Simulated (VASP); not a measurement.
# Si2Mo in VASP: notebook

Si2Mo is run at these levels: PBE; tasks: single point.

Program: VASP 6.6.1. These are calculated values, not measurements. Logs are shortened: lines on timing, memory, paths and dates and some standing lists are left out, and cuts for length are marked.

## Step 1: The cell of the first run

The cell holds a sheet with vacuum, 3 atoms: a = 5.110 Å, b = 5.110 Å, c = 14.000 Å, α = 90.00°, β = 90.00°, γ = 120.00°.

The cell was generated, and may not be a known phase.

## Step 2: Single point, PBE

INCAR

```
SYSTEM = Si2Mo
PREC     = Accurate       ! precision mode
ENCUT    = 520            ! plane-wave cutoff, eV
EDIFF    = 1E-6           ! SCF threshold, eV
ISMEAR   = 0              ! smearing method
SIGMA    = 0.1            ! smearing width, eV
LREAL    = .FALSE.        ! projectors in reciprocal space
LASPH    = .TRUE.         ! aspherical terms in the spheres
NELM     = 80             ! most SCF steps
ALGO     = Normal         ! electronic algorithm
ISIF     = 2              ! what is computed and relaxed
LWAVE    = .FALSE.        ! write WAVECAR
LCHARG   = .FALSE.        ! write CHGCAR
LDIPOL   = .TRUE.       
IDIPOL   = 3            
DIPOL    = 0.5 0.5 0.500
GGA      = PE             ! functional
NBANDS   = 18             ! bands
```

KPOINTS

```
regular mesh
0
G
  6 6 1
  0 0 0
```

POSCAR

```
Si2Mo
1.0
    5.1104990000      0.0000000000      0.0000000000
   -2.5552490000      4.4258220000      0.0000000000
    0.0000000000      0.0000000000     14.0000000000
Si Mo
2 1
Direct
    0.6666666700      0.3333333300      0.5000000000
    0.3333333300      0.6666666700      0.5000000000
    0.0000000000      0.0000000000      0.5000000000
```

Potentials or basis: VASP PAW PBE potentials, release 64 (Si, Mo_sv).

Started as:

```sh
$ cat potpaw_PBE.64/Si/POTCAR potpaw_PBE.64/Mo_sv/POTCAR > POTCAR
$ mpirun -np 1 vasp_std > vasp.out
```

OUTCAR:

```text
SYSTEM = Si2Mo
   PREC = Accurate
   ENCUT = 520
   EDIFF = 1E-6
   ISMEAR = 0
   LREAL = .FALSE.
   LASPH = .TRUE.
   NELM = 80
   ISIF = 2
   GGA = PE

 ion  position               nearest neighbor table
   1  0.667  0.333  0.500-   3 2.95   2 2.95   2 2.95   3 2.95   2 2.95   3 2.95
   2  0.333  0.667  0.500-   3 2.95   1 2.95   1 2.95   3 2.95   1 2.95   3 2.95
   3  0.000  0.000  0.500-   1 2.95   2 2.95   2 2.95   1 2.95   1 2.95   2 2.95

  LATTYP: Found a hexagonal cell.
 ALAT       =     5.1104990000
 C/A-ratio  =     2.7394585147

  Lattice vectors:

 A1 = (   5.1104990000,   0.0000000000,   0.0000000000)
 A2 = (  -2.5552490000,   4.4258220000,   0.0000000000)
 A3 = (   0.0000000000,   0.0000000000,  14.0000000000)

Analysis of symmetry for initial positions (statically):
=====================================================================
 Subroutine PRICEL returns:
 Original cell was already a primitive cell.

 Routine SETGRP: Setting up the symmetry group for a
 hexagonal supercell.

 Subroutine GETGRP returns: Found 24 space group operations
 (whereof 24 operations were pure point group operations)
 out of a pool of 24 trial point group operations.

The static configuration has the point symmetry D_6h.

Analysis of symmetry for dynamics (positions and initial velocities):
=====================================================================
 Subroutine PRICEL returns:
 Original cell was already a primitive cell.

 Routine SETGRP: Setting up the symmetry group for a
 hexagonal supercell.

 Subroutine GETGRP returns: Found 24 space group operations
 (whereof 24 operations were pure point group operations)
 out of a pool of 24 trial point group operations.

The dynamic configuration has the point symmetry D_6h.

 Subroutine INISYM returns: Found 24 space group operations
 (whereof 24 operations are pure point group operations),
 and found     1 'primitive' translations

----------------------------------------------------------------------------------------

                                     Primitive cell

  volume of cell :     316.6542

  direct lattice vectors                    reciprocal lattice vectors
     5.110499000  0.000000000  0.000000000     0.195675608  0.112973342  0.000000000
    -2.555249000  4.425822000  0.000000000     0.000000000  0.225946728  0.000000000
     0.000000000  0.000000000 14.000000000     0.000000000  0.000000000  0.071428571

  length of vectors
     5.110499000  5.110498785 14.000000000     0.225946719  0.225946728  0.071428571

  position of ions in fractional coordinates (direct lattice)
[... 71 lines left out ...]
   POTIM  = 0.5000    time-step for ionic-motion
   TEBEG  =    0.0;   TEEND  =   0.0 temperature during run
   PSTRESS=    0.0 pullay stress
   NELECT =      22.0000    total number of electrons
   NUPDOWN=      -1.0000    fix difference up-down
   EMIN   =  10.00;   EMAX   =-10.00  energy-range for DOS
   EFERMI =   0.00;   METHOD = LEGACY
   ISMEAR =     0;   SIGMA  =   0.10  broadening in eV -4-tet -1-fermi 0-gaus
   EFERMI_NEDOS =   21; number of points for ismear=-14 and -15
   IALGO  =     38    algorithm
   IMIX   =      4    mixing-type and parameters
     AMIX     =   0.40;   BMIX     =  1.00
     AMIX_MAG =   1.60;   BMIX_MAG =  1.00
  volume/ion in A,a.u.               =     105.55       712.30
  Fermi-wavevector in a.u.,A,eV,Ry     =   0.673009  1.271802  6.162631  0.452941
  Thomas-Fermi vector in A             =   1.749300
   LORBIT       =      0    0 simple, 1 ext, 2 COOP (PROOUT), +10 PAW based schemes
   GGA     = PE    functional components
   LHFCALC =     F    Hartree Fock is set to
   AEXX    =    0.0000 exact exchange contribution
   IVDW    =     0    specifies the selected vdW correction
   LEPSILON=     F    determine dielectric tensor
   LRPA    =     F    only Hartree local field effects (RPA)
 non-spin polarized calculation
 Gauss-broadening in eV      SIGMA  =   0.10
  energy-cutoff  :      520.00
  volume of cell :      316.65
 maximum number of plane-waves:      8565
 NGX is ok and might be reduce to    40
   NGX = 19   NGY = 19   NGZ = 53

 number of electron      21.9999997 magnetization

 dipolmoment           0.000000      0.000000      0.000000 electrons x Angstroem

 Free energy of the ion-electron system (eV)
  ---------------------------------------------------
  ext. energy  EPLUGINS =         0.00000000
  ---------------------------------------------------
  free energy    TOTEN  =       -15.36243591 eV

  energy without entropy =      -15.31895911  energy(sigma->0) =      -15.34069751

 E-fermi :  -2.2673     XC(G=0):  -3.1532

 val. band max:       -2.2751245601   @ k =   0.0000   0.0000   0.0000
 cond. band min:      -2.2044697056   @ k =   0.1667   0.1667   0.0000
 fundamental gap:      0.0706548545
 Fermi energy:        -2.2673001770

 k-point     1 :       0.0000    0.0000    0.0000
  band No.  band energies     occupation
      1     -63.0601      2.00000
      2     -37.3363      2.00000
      3     -37.0067      2.00000
      4     -37.0067      2.00000
      5     -10.7966      2.00000
      6      -5.8342      2.00000
[... 124 lines left out ...]
      5      -9.0321      2.00000
      6      -9.0321      2.00000
[... 10 lines left out ...]
     17       0.8936      0.00000
     18       1.4530      0.00000

------------------------ aborting loop because EDIFF is reached ----------------------------------------

 vacuum level on the upper side and lower side of the slab       (xc-potential included)        -0.121        -0.121

  FORCE on cell =-STRESS in cart. coord.  units (eV):
  Direction    XX          YY          ZZ          XY          YZ          ZX
  --------------------------------------------------------------------------------------
  -------------------------------------------------------------------------------------
  Total      -13.8662085    -13.8662088     -0.0101421     -0.0000016      0.0000000      0.0000000
  in kB      -70.1589405    -70.1589418     -0.0513159     -0.0000079      0.0000000      0.0000000
  external PRESSURE =     -46.7897327 kB  Pullay stress =       0.0000000 kB

 VOLUME and BASIS-vectors are now :
 -----------------------------------------------------------------------------
  energy-cutoff  :      520.00
  volume of cell :      316.65
      direct lattice vectors                 reciprocal lattice vectors
     5.110499000  0.000000000  0.000000000     0.195675608  0.112973342  0.000000000
    -2.555249000  4.425822000  0.000000000     0.000000000  0.225946728  0.000000000
     0.000000000  0.000000000 14.000000000     0.000000000  0.000000000  0.071428571

 POSITION                                       TOTAL-FORCE (eV/Angst)
 -----------------------------------------------------------------------------------
      2.55525      1.47527      7.00000         0.000000     -0.000000      0.000000
      0.00000      2.95055      7.00000        -0.000000      0.000000     -0.000000
      0.00000      0.00000      7.00000        -0.000000     -0.000000     -0.000000
 -----------------------------------------------------------------------------------
    total drift:                                0.000000     -0.000000      0.000000

  FREE ENERGIE OF THE ION-ELECTRON SYSTEM (eV)
  ---------------------------------------------------
  free  energy   TOTEN  =       -15.3624359107 eV

  energy  without entropy=      -15.3189591103  energy(sigma->0) =      -15.34069751

 vacuum level on the upper side and lower side of the slab         2.122         2.122
```

OSZICAR:

```text
N       E                     dE             d eps       ncg     rms          rms(c)
DAV:   1     0.580763764676E+02    0.58076E+02   -0.10416E+04   364   0.875E+02
DAV:   2    -0.115656383322E+02   -0.69642E+02   -0.68526E+02   344   0.153E+02
DAV:   3    -0.171103668564E+02   -0.55447E+01   -0.54165E+01   378   0.285E+01
[... 13 lines left out ...]
DAV:  17    -0.153623384929E+02   -0.38494E-03   -0.59586E-05   290   0.182E-02    0.698E-03
DAV:  18    -0.153624132178E+02   -0.74725E-04   -0.13858E-05   280   0.900E-03    0.252E-03
DAV:  19    -0.153624337278E+02   -0.20510E-04   -0.14657E-06   272   0.358E-03    0.728E-04
DAV:  20    -0.153624357072E+02   -0.19794E-05   -0.11651E-07   220   0.120E-03    0.217E-04
DAV:  21    -0.153624359107E+02   -0.20347E-06   -0.28956E-08   210   0.579E-04
   1 F= -.15362436E+02 E0= -.15340698E+02  d E =-.434768E-01
```

Run time: 1.7 min. Hardware: 1 thread of Intel Xeon Platinum 8488C (Sapphire Rapids), shared host; peak memory 0.43 GiB.

Results:

```
Free energy            : -15.3624 eV
Band gap on the k mesh : zero (filled and empty bands touch)
```

## Step 3: Single point, PBE

This run uses another cell than the first one.

INCAR

```
SYSTEM = Si2Mo
PREC     = Accurate       ! precision mode
ENCUT    = 520            ! plane-wave cutoff, eV
EDIFF    = 1E-6           ! SCF threshold, eV
ISMEAR   = 0              ! smearing method
SIGMA    = 0.1            ! smearing width, eV
LREAL    = .False.        ! projectors in reciprocal space
LASPH    = .True.         ! aspherical terms in the spheres
NELM     = 60             ! most SCF steps
ALGO     = Normal         ! electronic algorithm
ISIF     = 2              ! what is computed and relaxed
LWAVE    = .False.        ! write WAVECAR
LCHARG   = .False.        ! write CHGCAR
LDIPOL   = .True.       
IDIPOL   = 3            
DIPOL    = 0.5 0.5 0.294
GGA      = PE             ! functional
NBANDS   = 18             ! bands
```

KPOINTS

```
Automatic mesh
0
Gamma
  6 6 1
  0 0 0
```

POSCAR

```
Si2Mo
1.0
    4.3630885410     -0.0000002465      0.0000000000
   -2.1815440570      3.7785456387      0.0000000000
    0.0000000000      0.0000000000     23.8000000000
Si Mo
2 1
Direct
    0.6666666667      0.3333333333      0.2941176471
    0.3333333333      0.6666666667      0.2941176471
    0.0000000000      0.0000000000      0.2941176471
```

Potentials or basis: VASP PAW PBE potentials, release 64 (Si, Mo_sv).

Started as:

```sh
$ cat potpaw_PBE.64/Si/POTCAR potpaw_PBE.64/Mo_sv/POTCAR > POTCAR
$ mpirun -np 1 vasp_std > vasp.out
```

Wall time 2 min (1 thread of Intel Xeon Platinum 8488C (Sapphire Rapids), shared host); peak memory 0.41 GiB.

The run converged. Its results:

- Free energy: -18.1951 eV
- Band gap on the k mesh: zero (bands 11 and 12 overlap by 0.12 eV)

Levels at points of the mesh, in eV from the Fermi level:
```
           k point  band 9  band 10  band 11  band 12  band 13  band 14
(0.00, 0.00, 0.00)   -1.74    -0.40    -0.12    -0.12     1.93     1.93
(0.50, 0.00, 0.00)   -2.51    -1.43    -0.49     0.16     0.18     3.18
```

## Step 4: Single point, PBE, collinear spin

This run uses another cell than the first one.

INCAR

```
PREC = Accurate
ENCUT = 520
EDIFF = 1E-7
ISMEAR = 0
SIGMA = 0.1
LREAL = F
LASPH = T
NELM = 150
ALGO = Normal
ISIF = 2
LWAVE = F
LCHARG = F
ISPIN = 2
MAGMOM = 0 0 1
LORBIT = 11
LMAXMIX = 4
LDIPOL = T
IDIPOL = 3
DIPOL = 0.5 0.5 0.294
GGA = PE
NBANDS = 22
```

KPOINTS

```
Automatic mesh
0
Gamma
  6 6 1
```

POSCAR is that of step 3.

Started as:

```sh
$ cat potpaw_PBE.64/Si/POTCAR potpaw_PBE.64/Mo_sv/POTCAR > POTCAR
$ mpirun -np 1 vasp_std > vasp.out
```

Run time: 6.1 min. Hardware: 1 thread of Intel Xeon Platinum 8488C (Sapphire Rapids), shared host; peak memory 0.6 GiB.

Results (log left out):

| Quantity | Value |
| --- | --- |
| Free energy | -18.4488 eV |
| Net moment | 1.67 μB per cell |
| Site moments | Si -0.05; Mo +1.40 μB |
| Valence electrons inside the program's atomic spheres | Si 1.63; Mo 12.59 |

Levels at points of the mesh, in eV from the Fermi level:
Spin up:
```csv
k point,band 9,band 10,band 11,band 12,band 13,band 14,band 15,band 16
"(0.00, 0.00, 0.00)",-1.66,-0.94,-0.53,-0.53,1.88,1.88,3.88,4.12
"(0.50, 0.00, 0.00)",-2.67,-1.67,-0.86,-0.49,0.24,2.99,3.50,4.87
```
Spin down:
| k point | band 6 | band 7 | band 8 | band 9 | band 10 | band 11 | band 12 | band 13 | band 14 | band 15 |
| --- | --- | --- | --- | --- | --- | --- | --- | --- | --- | --- |
| (0.00, 0.00, 0.00) | -4.59 | -4.59 | -2.62 | -1.78 | 0.61 | 0.61 | 0.63 | 2.02 | 2.02 | 4.17 |
| (0.50, 0.00, 0.00) | -8.09 | -2.97 | -2.44 | -2.34 | -1.21 | 0.18 | 0.32 | 1.38 | 3.69 | 3.85 |

## Step 5: Single point, PBE, collinear spin

This run uses another cell than the first one.

INCAR

```
PREC = Accurate
ENCUT = 520
EDIFF = 1E-7
ISMEAR = 0
SIGMA = 0.1
LREAL = False
LASPH = True
NELM = 150
ALGO = Normal
ISIF = 2
LWAVE = False
LCHARG = True
ISPIN = 2
MAGMOM = 0 0 1.23
LORBIT = 11
LMAXMIX = 4
LDIPOL = True
IDIPOL = 3
DIPOL = 0.5 0.5 0.294
GGA = PE
LELF = True
LVHAR = True
LVACPOTAV = True
NBANDS = 22
```

KPOINTS

```
regular mesh
0
Gamma
  12 12 1
```

POSCAR is that of step 4.

Started as:

```sh
$ cat potpaw_PBE.64/Si/POTCAR potpaw_PBE.64/Mo_sv/POTCAR > POTCAR
$ mpirun -np 1 vasp_std > vasp.out
```

It took 14 min on 1 thread of Intel Xeon Platinum 8488C (Sapphire Rapids), shared host; peak memory 0.71 GiB.

Results (log left out):

* Free energy: -18.4350 eV
* Net moment: 1.71 μB per cell
* Site moments: Si -0.04; Mo +1.41 μB
* Valence electrons inside the program's atomic spheres: Si 1.62; Mo 12.59
* Work function of the upper face: 4.63 eV
* Work function of the lower face: 4.63 eV

Levels at points of the mesh, in eV from the Fermi level:
Spin up:
```
           k point  band 10  band 11  band 12  band 13  band 14  band 15
(0.00, 0.00, 0.00)    -0.91    -0.49    -0.49     1.87     1.87     3.92
(0.50, 0.00, 0.00)    -1.67    -0.83    -0.46     0.26     3.02     3.51
```
Spin down:
```
           k point  band 7  band 8  band 9  band 10  band 11  band 12  band 13  band 14
(0.00, 0.00, 0.00)   -4.56   -2.61   -1.78     0.63     0.63     0.66     2.06     2.06
(0.50, 0.00, 0.00)   -2.95   -2.43   -2.30    -1.16     0.20     0.33     1.40     3.69
```

## Step 6: Overview

| spin | cell | k mesh | gap on the mesh (eV) | moment (μB) |
| --- | --- | --- | --- | --- |
| off | a = 5.110, b = 5.110, c = 14.000 Å, angles 90.0, 90.0, 120.0°, 3 atoms | 6 × 6 × 1 | none | - |
| off | a = 4.363, b = 4.363, c = 23.800 Å, angles 90.0, 90.0, 120.0°, 3 atoms | 6 × 6 × 1 | none | - |
| collinear | a = 4.363, b = 4.363, c = 23.800 Å, angles 90.0, 90.0, 120.0°, 3 atoms | 6 × 6 × 1 | none | 1.67 |
| collinear | a = 4.363, b = 4.363, c = 23.800 Å, angles 90.0, 90.0, 120.0°, 3 atoms | 12 × 12 × 1 | none | 1.71 |

Alike in all rows: task single point; level PBE; potentials or basis VASP PAW PBE potentials, release 64 (Si, Mo_sv); cutoff (eV) 520; smearing gaussian 0.1 eV.

Total energies depend on the potentials used, so only differences within one code and one set of settings carry meaning.

The gap in the log of VASP goes by the Fermi energy; the results here count the filled bands.